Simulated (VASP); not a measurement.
# CaSe (P6_3/mmc) in VASP: notebook, part 2 of 2

VASP 6.6.1. Earlier steps stand in the parts before.

## (4) Single point, r2SCAN

This run uses another cell than the first one, of 26.47 Å³/atom, 1.064 times its volume.

Input file POSCAR:

```
CaSe
1.0
    4.1316821786      0.0000000000      0.0000000000
   -2.0658410893      3.5781417271      0.0000000000
    0.0000000000      0.0000000000      7.1625032202
Ca Se
2 2
Direct
    0.0000000000      0.0000000000      0.0000000000
    0.0000000000      0.0000000000      0.5000000000
    0.3333333333      0.6666666667      0.2500000000
    0.6666666667      0.3333333333      0.7500000000
```

Input file INCAR.step1:

```
  PREC = Accurate
  ENCUT = 520
  ISMEAR = 0
  SIGMA = 0.01
  LREAL = False
  LASPH = True
  NELM = 60
  NBANDS = 24
  GGA = PE
  ALGO = Normal
  EDIFF = 1E-4
  LWAVE = True
  LCHARG = False
```

Input file INCAR.step2:

```
  PREC = Accurate
  ENCUT = 520
  EDIFF = 1E-6
  ISMEAR = 0
  SIGMA = 0.01
  LREAL = False
  LASPH = True
  NELM = 60
  ALGO = Normal
  ISIF = 2
  LWAVE = False
  LCHARG = True
  METAGGA = R2SCAN
  LMIXTAU = True
  LELF = True
  LVHAR = True
  NBANDS = 24
  ISTART = 1
```

Input file KPOINTS:

```
Automatic mesh
0
Gamma
  6 6 4
```

Potentials or basis: VASP PAW PBE potentials, release 64 (Ca_sv, Se).

Started as:

```bash
cat potpaw_PBE.64/Ca_sv/POTCAR potpaw_PBE.64/Se/POTCAR > POTCAR
cp INCAR.step1 INCAR
mpirun -np 1 vasp_std > vasp.out
cp INCAR.step2 INCAR
mpirun -np 1 vasp_std > vasp.out
```

OUTCAR:

```text
PREC = Accurate
   ENCUT = 520
   EDIFF = 1E-6
   ISMEAR = 0
   LREAL = False
   LASPH = True
   NELM = 60
   ISIF = 2
   METAGGA = R2SCAN
   ISTART = 1

 ion  position               nearest neighbor table
   1  0.000  0.000  0.000-   3 2.98   4 2.98   4 2.98   3 2.98   4 2.98   3 2.98
   2  0.000  0.000  0.500-   3 2.98   4 2.98   4 2.98   3 2.98   4 2.98   3 2.98
   3  0.333  0.667  0.250-   1 2.98   2 2.98   1 2.98   2 2.98   1 2.98   2 2.98
   4  0.667  0.333  0.750-   1 2.98   2 2.98   1 2.98   2 2.98   1 2.98   2 2.98

  LATTYP: Found a hexagonal cell.
 ALAT       =     4.1316821786
 C/A-ratio  =     1.7335561911

  Lattice vectors:

 A1 = (   4.1316821786,   0.0000000000,   0.0000000000)
 A2 = (  -2.0658410893,   3.5781417271,   0.0000000000)
 A3 = (   0.0000000000,   0.0000000000,   7.1625032202)

Analysis of symmetry for initial positions (statically):
=====================================================================
 Subroutine PRICEL returns:
 Original cell was already a primitive cell.

 Routine SETGRP: Setting up the symmetry group for a
 hexagonal supercell.

 Subroutine GETGRP returns: Found 24 space group operations
 (whereof 12 operations were pure point group operations)
 out of a pool of 24 trial point group operations.

The static configuration has the point symmetry D_3d.
 The point group associated with its full space group is D_6h.

Analysis of symmetry for dynamics (positions and initial velocities):
=====================================================================
 Subroutine PRICEL returns:
 Original cell was already a primitive cell.

 Routine SETGRP: Setting up the symmetry group for a
 hexagonal supercell.

 Subroutine GETGRP returns: Found 24 space group operations
 (whereof 12 operations were pure point group operations)
[... 118 lines left out ...]
   ISMEAR =     0;   SIGMA  =   0.01  broadening in eV -4-tet -1-fermi 0-gaus
   EFERMI_NEDOS =   21; number of points for ismear=-14 and -15
   IALGO  =     38    algorithm
   IMIX   =      4    mixing-type and parameters
     AMIX     =   0.40;   BMIX     =  1.00
     AMIX_MAG =   1.60;   BMIX_MAG =  1.00
  volume/ion in A,a.u.               =      26.47       178.64
  Fermi-wavevector in a.u.,A,eV,Ry     =   1.098605  2.076063 16.421332  1.206934
  Thomas-Fermi vector in A             =   2.234986
   LORBIT       =      0    0 simple, 1 ext, 2 COOP (PROOUT), +10 PAW based schemes
   METAGGA = R2SCAN    functional components
   LHFCALC =     F    Hartree Fock is set to
   AEXX    =    0.0000 exact exchange contribution
   IVDW    =     0    specifies the selected vdW correction
   LEPSILON=     F    determine dielectric tensor
   LRPA    =     F    only Hartree local field effects (RPA)
 non-spin polarized calculation
 Gauss-broadening in eV      SIGMA  =   0.01
  energy-cutoff  :      520.00
  volume of cell :      105.89
 maximum number of plane-waves:      2901
 NGX is ok and might be reduce to    32
   NGX = 15   NGY = 15   NGZ = 27

 number of electron      31.9999996 magnetization

 Free energy of the ion-electron system (eV)
  ---------------------------------------------------
  ext. energy  EPLUGINS =         0.00000000
  ---------------------------------------------------
  free energy    TOTEN  =       -51.65097699 eV

  energy without entropy =      -51.65097699  energy(sigma->0) =      -51.65097699

 E-fermi :   2.2073     XC(G=0):  -9.4641

 val. band max:        2.1518409668   @ k =   0.0000   0.0000   0.0000
 cond. band min:       4.8381362050   @ k =   0.5000   0.0000   0.0000
 fundamental gap:      2.6862952382
 Fermi energy:         2.2073080715

 k-point     1 :       0.0000    0.0000    0.0000
  band No.  band energies     occupation
      1     -39.3921      2.00000
      2     -39.3768      2.00000
      3     -19.6726      2.00000
      4     -19.5045      2.00000
      5     -19.5044      2.00000
      6     -19.4815      2.00000
[... 556 lines left out ...]
     23       8.2129      0.00000
     24       8.2129      0.00000

------------------------ aborting loop because EDIFF is reached ----------------------------------------

  FORCE on cell =-STRESS in cart. coord.  units (eV):
  Direction    XX          YY          ZZ          XY          YZ          ZX
  --------------------------------------------------------------------------------------
  -------------------------------------------------------------------------------------
  Total        0.1285885      0.1285885      0.1905514      0.0000000     -0.0000000      0.0000000
  in kB        1.9456447      1.9456447      2.8831915      0.0000000     -0.0000000      0.0000000
  external PRESSURE =       2.2581603 kB  Pullay stress =       0.0000000 kB

 VOLUME and BASIS-vectors are now :
 -----------------------------------------------------------------------------
  energy-cutoff  :      520.00
  volume of cell :      105.89
      direct lattice vectors                 reciprocal lattice vectors
     4.131682179  0.000000000  0.000000000     0.242032169  0.139737338  0.000000000
    -2.065841089  3.578141727  0.000000000     0.000000000  0.279474676  0.000000000
     0.000000000  0.000000000  7.162503220     0.000000000  0.000000000  0.139615993

 POSITION                                       TOTAL-FORCE (eV/Angst)
 -----------------------------------------------------------------------------------
      0.00000      0.00000      0.00000        -0.000000      0.000000      0.000000
      0.00000      0.00000      3.58125        -0.000000      0.000000      0.000000
     -0.00000      2.38543      1.79063         0.000000      0.000000     -0.000000
      2.06584      1.19271      5.37188         0.000000      0.000000     -0.000000
 -----------------------------------------------------------------------------------
    total drift:                                0.000000     -0.000000      0.000000

  FREE ENERGIE OF THE ION-ELECTRON SYSTEM (eV)
  ---------------------------------------------------
  free  energy   TOTEN  =       -51.6509769927 eV

  energy  without entropy=      -51.6509769927  energy(sigma->0) =      -51.65097699
```

OUTCAR.step1:

```text
PREC = Accurate
   ENCUT = 520
   ISMEAR = 0
   LREAL = False
   LASPH = True
[... 792 lines left out ...]
      0.00000      0.00000      0.00000         0.000000      0.000000      0.000000
      0.00000      0.00000      3.58125        -0.000000      0.000000      0.000000
     -0.00000      2.38543      1.79063        -0.000000      0.000000      0.000000
      2.06584      1.19271      5.37188         0.000000      0.000000     -0.000000
 -----------------------------------------------------------------------------------
    total drift:                                0.000000     -0.000000      0.000000

  FREE ENERGIE OF THE ION-ELECTRON SYSTEM (eV)
  ---------------------------------------------------
  free  energy   TOTEN  =       -18.6903282236 eV

  energy  without entropy=      -18.6903282236  energy(sigma->0) =      -18.69032822
```

Wall time 2.8 min (1 thread of Intel Xeon 6975P-C, shared host); peak memory 0.26 GiB.

What came out:

```
Free energy            : -51.6510 eV
Pressure               : 0.2 GPa
Band gap on the k mesh : 2.69 eV, indirect (least direct gap 2.93 eV)
```

Stress tensor (GPa, compression positive):
```
0.19 0.00 0.00
0.00 0.19 0.00
0.00 0.00 0.29
```

Caveat: the PAW data sets were made with another functional, which shifts forces and pressure a little.

## (5) Single point, r2SCAN (volume changed by +3%)

Input file POSCAR:

```
CaSe
1.0
    4.1725925836      0.0000000000      0.0000000000
   -2.0862962918      3.6135711770      0.0000000000
    0.0000000000      0.0000000000      7.2334237060
Ca Se
2 2
Direct
    0.0000000000      0.0000000000      0.0000000000
    0.0000000000      0.0000000000      0.5000000000
    0.3333333333      0.6666666667      0.2500000000
    0.6666666667      0.3333333333      0.7500000000
```

Input file INCAR.step1:

```
SYSTEM = CaSe
  PREC = Accurate
  ENCUT = 520
  ISMEAR = 0
  SIGMA = 0.01
  LREAL = .False.
  LASPH = .True.
  NELM = 60
  NBANDS = 24
  GGA = PE
  ALGO = Normal
  EDIFF = 1E-4
  LWAVE = .True.
  LCHARG = .False.
```

Input file INCAR.step2:

```
SYSTEM = CaSe
  PREC = Accurate
  ENCUT = 520
  EDIFF = 1E-6
  ISMEAR = 0
  SIGMA = 0.01
  LREAL = .False.
  LASPH = .True.
  NELM = 60
  ALGO = Normal
  ISIF = 2
  LWAVE = .False.
  LCHARG = .True.
  METAGGA = R2SCAN
  LMIXTAU = .True.
  LELF = .True.
  LVHAR = .True.
  NBANDS = 24
  ISTART = 1
```

Input file KPOINTS:

```
Automatic mesh
0
Gamma
  6 6 4
  0 0 0
```

Potentials or basis: VASP PAW PBE potentials, release 64 (Ca_sv, Se).

Started as:

```bash
cat potpaw_PBE.64/Ca_sv/POTCAR potpaw_PBE.64/Se/POTCAR > POTCAR
cp INCAR.step1 INCAR
mpirun -np 1 vasp_std > vasp.out
cp INCAR.step2 INCAR
mpirun -np 1 vasp_std > vasp.out
```

OUTCAR:

```text
SYSTEM = CaSe
   PREC = Accurate
   ENCUT = 520
   EDIFF = 1E-6
   ISMEAR = 0
   LREAL = .False.
   LASPH = .True.
   NELM = 60
   ISIF = 2
   METAGGA = R2SCAN
   ISTART = 1

 ion  position               nearest neighbor table
   1  0.000  0.000  0.000-
   2  0.000  0.000  0.500-
   3  0.333  0.667  0.250-
   4  0.667  0.333  0.750-

  LATTYP: Found a hexagonal cell.
 ALAT       =     4.1725925836
[... 760 lines left out ...]

  FORCE on cell =-STRESS in cart. coord.  units (eV):
  Direction    XX          YY          ZZ          XY          YZ          ZX
  --------------------------------------------------------------------------------------
  -------------------------------------------------------------------------------------
  Total       -0.8210613     -0.8210613     -0.8704031      0.0000000      0.0000000      0.0000000
  in kB      -12.0614533    -12.0614533    -12.7862886      0.0000000      0.0000000      0.0000000
  external PRESSURE =     -12.3030651 kB  Pullay stress =       0.0000000 kB

 VOLUME and BASIS-vectors are now :
 -----------------------------------------------------------------------------
  energy-cutoff  :      520.00
  volume of cell :      109.07
      direct lattice vectors                 reciprocal lattice vectors
     4.172592584  0.000000000  0.000000000     0.239659152  0.138367276  0.000000000
    -2.086296292  3.613571177  0.000000000     0.000000000  0.276734552  0.000000000
     0.000000000  0.000000000  7.233423706     0.000000000  0.000000000  0.138247121

 POSITION                                       TOTAL-FORCE (eV/Angst)
 -----------------------------------------------------------------------------------
      0.00000      0.00000      0.00000         0.000000      0.000000      0.000000
      0.00000      0.00000      3.61671         0.000000      0.000000      0.000000
     -0.00000      2.40905      1.80836         0.000000      0.000000     -0.000000
      2.08630      1.20452      5.42507        -0.000000      0.000000      0.000000
 -----------------------------------------------------------------------------------
    total drift:                                0.000000     -0.000000      0.000000

  FREE ENERGIE OF THE ION-ELECTRON SYSTEM (eV)
  ---------------------------------------------------
  free  energy   TOTEN  =       -51.6414064841 eV

  energy  without entropy=      -51.6414064841  energy(sigma->0) =      -51.64140648
```

OUTCAR.step1:

```text
SYSTEM = CaSe
   PREC = Accurate
   ENCUT = 520
   ISMEAR = 0
   LREAL = .False.
   LASPH = .True.
   NELM = 60
[... 792 lines left out ...]
      0.00000      0.00000      3.61671         0.000000      0.000000     -0.000000
     -0.00000      2.40905      1.80836        -0.000000      0.000000     -0.000000
      2.08630      1.20452      5.42507         0.000000     -0.000000      0.000000
 -----------------------------------------------------------------------------------
    total drift:                                0.000000     -0.000000      0.000000

  FREE ENERGIE OF THE ION-ELECTRON SYSTEM (eV)
  ---------------------------------------------------
  free  energy   TOTEN  =       -18.6923120299 eV

  energy  without entropy=      -18.6923120299  energy(sigma->0) =      -18.69231203
```

It took 2.8 min on 1 thread of Intel Xeon 6975P-C, shared host; peak memory 0.26 GiB.

What came out:

```yaml
Free_energy: -51.6414 eV
Pressure: -1.2 GPa
Band_gap_on_the_k_mesh: 2.73 eV, indirect (least direct gap 2.96 eV)
```

Caveat: the cell differs from its parent crystal (volume changed by +3%); the PAW data sets were made with another functional, which shifts forces and pressure a little.

## (6) Summary

```tsv
cell	gap on the mesh (eV)	pressure (GPa)
a = 4.047, b = 4.047, c = 7.016 Å, angles 90.0, 90.0, 120.0°, 4 atoms	2.57	3.9
a = 4.090, b = 4.090, c = 7.090 Å, angles 90.0, 90.0, 120.0°, 4 atoms	2.63	1.9
a = 4.132, b = 4.132, c = 7.163 Å, angles 90.0, 90.0, 120.0°, 4 atoms	2.69	0.2
a = 4.173, b = 4.173, c = 7.233 Å, angles 90.0, 90.0, 120.0°, 4 atoms	2.73	-1.2
```

Alike in all rows: task single point; level r2SCAN; potentials or basis VASP PAW PBE potentials, release 64 (Ca_sv, Se); no spin polarisation; k mesh 6 × 6 × 4; cutoff (eV) 520; smearing gaussian 0.01 eV.

Caveats: the PAW data sets were made with another functional, which shifts forces and pressure a little.

Absolute energies hang on the potentials; compare differences alone.
